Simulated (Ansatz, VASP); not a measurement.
One calculation of Ir, two programs

```
Ir
1.0
     0.00000    1.91560    1.91560
     1.91560    0.00000    1.91560
     1.91560    1.91560    0.00000
Ir
1
Direct
  0.00000 0.00000 0.00000
```

Alike in both runs: task single point; functional LDA; k mesh 8 × 8 × 8; occupations gaussian, width 0.1 eV; no spin polarisation.

|  | VASP | Ansatz |
| --- | --- | --- |
| version | VASP 6.6.1 | Ansatz 0.2.0 |
| potentials or method | VASP PAW LDA potentials, release 64 (Ir_sv_GW), cutoff 560 eV | scalar-relativistic, plane waves, PAW |
| valence electrons in the cell | 17 | 17 |

|  | VASP | Ansatz | Ansatz less VASP |
| --- | --- | --- | --- |
| gap on the k mesh at the Fermi level (eV) | none | none | - |
| pressure (GPa) | -5.1 | -4.7 | +0.40 |

LDA's correlation is that of Perdew and Zunger in VASP and of Perdew and Wang (1992) in Ansatz. A gap of «none» marks a metal or a gap that the smearing closes.

Spin-orbit coupling is off throughout.
